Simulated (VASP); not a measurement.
# KMgF3 (Pm-3m) in VASP: further runs, part 2 of 2

VASP 6.6.1. The steps go on from the part before.

### Step 5. Relaxation of cell and atoms, PBEsol

File INCAR:

```
SYSTEM = KMgF3
PREC     = Accurate       ! precision mode
ENCUT    = 600            ! plane-wave cutoff, eV
EDIFF    = 1E-6           ! SCF threshold, eV
ISMEAR   = -1             ! smearing method
SIGMA    = 0.05           ! smearing width, eV
LREAL    = .FALSE.        ! projectors in reciprocal space
LASPH    = .TRUE.         ! aspherical terms in the spheres
NELM     = 80             ! most SCF steps
ALGO     = Normal         ! electronic algorithm
ISIF     = 3              ! what is computed and relaxed
LWAVE    = .FALSE.        ! write WAVECAR
LCHARG   = .FALSE.        ! write CHGCAR
GGA      = PS             ! functional
IBRION   = 2              ! ionic algorithm
NSW      = 60             ! ionic steps
EDIFFG   = -0.01          ! ionic threshold
```

File KPOINTS:

```
Automatic mesh
0
G
  7 7 7
  0 0 0
```

File POSCAR:

```
KMgF3
1.0
    3.9859000000      0.0000000000      0.0000000000
    0.0000000000      3.9859000000      0.0000000000
    0.0000000000      0.0000000000      3.9859000000
K Mg F
1 1 3
Direct
    0.5000000000      0.5000000000      0.5000000000
    0.0000000000      0.0000000000      0.0000000000
    0.0000000000      0.0000000000      0.5000000000
    0.0000000000      0.5000000000      0.0000000000
    0.5000000000      0.0000000000      0.0000000000
```

Potentials or basis: VASP PAW PBE potentials, release 64 (K_sv, Mg, F).

The run is started by

```
$ cat potpaw_PBE.64/K_sv/POTCAR potpaw_PBE.64/Mg/POTCAR potpaw_PBE.64/F/POTCAR > POTCAR
$ mpirun -np 1 vasp_std > vasp.out
```

OUTCAR:

```text
SYSTEM = KMgF3
   PREC = Accurate
   ENCUT = 600
   EDIFF = 1E-6
   ISMEAR = -1
   LREAL = .FALSE.
   LASPH = .TRUE.
   NELM = 80
   ISIF = 3
   GGA = PS
   IBRION = 2
   NSW = 60
   EDIFFG = -0.01

 ion  position               nearest neighbor table
   1  0.500  0.500  0.500-   3 2.82   4 2.82   5 2.82   4 2.82   5 2.82   3 2.82   5 2.82   5 2.82
                             3 2.82   4 2.82   4 2.82   3 2.82   2 3.45   2 3.45   2 3.45   2 3.45
   2  0.000  0.000  0.000-   3 1.99   4 1.99   5 1.99   3 1.99   4 1.99   5 1.99   1 3.45   1 3.45
                             1 3.45   1 3.45   1 3.45   1 3.45   1 3.45   1 3.45
   3  0.000  0.000  0.500-   2 1.99   2 1.99   1 2.82   1 2.82   1 2.82   1 2.82
   4  0.000  0.500  0.000-   2 1.99   2 1.99   1 2.82   1 2.82   1 2.82   1 2.82
[... 710 lines left out ...]
  in kB       -0.2700586     -0.2700586     -0.2700586     -0.0000000      0.0000000      0.0000000
  external PRESSURE =      -0.2700586 kB  Pullay stress =       0.0000000 kB

 VOLUME and BASIS-vectors are now :
 -----------------------------------------------------------------------------
  energy-cutoff  :      600.00
  volume of cell :       63.21
      direct lattice vectors                 reciprocal lattice vectors
     3.983390288  0.000000000  0.000000000     0.251042436  0.000000000  0.000000000
    -0.000000000  3.983390288  0.000000000    -0.000000000  0.251042436 -0.000000000
    -0.000000000  0.000000000  3.983390288    -0.000000000 -0.000000000  0.251042436

 POSITION                                       TOTAL-FORCE (eV/Angst)
 -----------------------------------------------------------------------------------
      1.99170      1.99170      1.99170        -0.000000      0.000000      0.000000
      0.00000      0.00000      0.00000         0.000000     -0.000000      0.000000
     -0.00000      0.00000      1.99170        -0.000000      0.000000      0.000000
     -0.00000      1.99170      0.00000         0.000000     -0.000000      0.000000
      1.99170      0.00000      0.00000         0.000000     -0.000000      0.000000
 -----------------------------------------------------------------------------------
    total drift:                                0.000000      0.000000     -0.000000

  FREE ENERGIE OF THE ION-ELECTRON SYSTEM (eV)
  ---------------------------------------------------
  free  energy   TOTEN  =       -25.2702938794 eV

  energy  without entropy=      -25.2702938794  energy(sigma->0) =      -25.27029388

 reached required accuracy - stopping structural energy minimisation
```

Wall time 16 s (1 thread of Intel Xeon 6975P-C (Granite Rapids), shared host); peak memory 0.2 GiB.

Results:

- Free energy: -25.2703 eV
- Relaxed volume: 12.64 Å³/atom
- Relaxed cell: a = 3.983 Å, b = 3.983 Å, c = 3.983 Å, α = 90.00°, β = 90.00°, γ = 90.00°
- Space group after relaxing (to 0.1 Å): Pm-3m (No. 221)
- Energy gained by relaxing: 0.0 meV/atom
- Ionic steps: 2
- Pressure after relaxing: 0.0 GPa
- Band gap on the k mesh: 7.17 eV (least direct gap 7.46 eV)

Final structure:
```cif
data_structure
_symmetry_space_group_name_H-M 'P 1'
_symmetry_Int_Tables_number 1
_cell_length_a 3.9834
_cell_length_b 3.9834
_cell_length_c 3.9834
_cell_angle_alpha 90.000
_cell_angle_beta 90.000
_cell_angle_gamma 90.000
_cell_volume 63.21
loop_
_atom_site_label
_atom_site_type_symbol
_atom_site_fract_x
_atom_site_fract_y
_atom_site_fract_z
_atom_site_occupancy
K1 K 0.50000 0.50000 0.50000 1
Mg1 Mg 0.00000 0.00000 0.00000 1
F1 F 0.00000 0.00000 0.50000 1
F2 F 0.00000 0.50000 0.00000 1
F3 F 0.50000 0.00000 0.00000 1
```

Caveat: the PAW data sets were made with another functional, which shifts forces and pressure a little; an odd mesh through Γ misses points on the zone boundary, where band edges can lie.

### Step 6. Single point, PBEsol+D3(BJ)

This run uses another cell than the first one, of 12.38 Å³/atom.

File INCAR:

```
PREC = Accurate
ENCUT = 520
EDIFF = 1E-7
ISMEAR = -1
SIGMA = 0.05
LREAL = False
LASPH = True
NELM = 100
ALGO = Normal
ISIF = 2
LWAVE = False
LCHARG = False
GGA = PS
IVDW = 12
NBANDS = 24
```

File KPOINTS:

```
regular mesh
0
Gamma
  7 7 7
```

Changes to POSCAR since step 5:

```diff
@@ -2,5 +2,5 @@
 1.0
-    3.9859000000      0.0000000000      0.0000000000
-    0.0000000000      3.9859000000      0.0000000000
-    0.0000000000      0.0000000000      3.9859000000
+    3.9556927213      0.0000000000      0.0000000000
+    0.0000000000      3.9556927213      0.0000000000
+    0.0000000000      0.0000000000      3.9556927213
 K Mg F
```

Potentials or basis: VASP PAW PBE potentials, release 64 (K_sv, Mg, F).

The run is started by

```
$ cat potpaw_PBE.64/K_sv/POTCAR potpaw_PBE.64/Mg/POTCAR potpaw_PBE.64/F/POTCAR > POTCAR
$ mpirun -np 1 vasp_std > vasp.out
```

Wall time 26 s (1 thread of Intel Xeon Platinum 8488C (Sapphire Rapids), shared host); peak memory 0.19 GiB.

The run converged. Its results:

```
Free energy                : -26.0213 eV
Pressure                   : -0.4 GPa
Band gap on the k mesh     : 7.33 eV (least direct gap 7.62 eV)
Dispersion energy per atom : -0.154 eV
```

Levels at points of the mesh, in eV from the valence-band top:
```
           k point  band 12  band 13  band 14  band 15  band 16  band 17  band 18  band 19  band 20  band 21
(0.00, 0.00, 0.00)    -0.62    -0.62    -0.29    -0.29    -0.29     7.33    10.00    10.00    12.22    12.22
```

Caveat: the PAW data sets were made with another functional, which shifts forces and pressure a little; an odd mesh through Γ misses points on the zone boundary, where band edges can lie.

### Step 7. The runs side by side

| task | level | cell | cutoff (eV) | gap on the mesh (eV) | pressure (GPa) |
| --- | --- | --- | --- | --- | --- |
| relaxation of cell and atoms | PBEsol | relaxed to 10 GPa from a = 3.986 Å, 5 atoms | 600 | 8.02 | 10.0 |
| relaxation of cell and atoms | PBEsol | relaxed to 20 GPa from a = 3.986 Å, 5 atoms | 600 | 8.67 | 20.0 |
| relaxation of cell and atoms | PBEsol | relaxed to 30 GPa from a = 3.986 Å, 5 atoms | 600 | 9.20 | 30.0 |
| relaxation of cell and atoms | PBEsol | relaxed from a = 3.986 Å, 5 atoms | 600 | 7.17 | 0.0 |
| single point | PBEsol+D3(BJ) | a = 3.956 Å, 5 atoms | 520 | 7.33 | -0.4 |

Alike in all rows: potentials or basis VASP PAW PBE potentials, release 64 (K_sv, Mg, F); no spin polarisation; k mesh 7 × 7 × 7; smearing fermi-dirac 0.05 eV.

Caveats: the PAW data sets were made with another functional, which shifts forces and pressure a little; an odd mesh through Γ misses points on the zone boundary, where band edges can lie; the cell is relaxed towards a set pressure, so the run minimises the enthalpy, not the energy (at least some runs); the volume moved by over 15 % at a fixed basis, so the end points are rough (at least some runs).

Absolute energies hang on the potentials; compare differences alone.
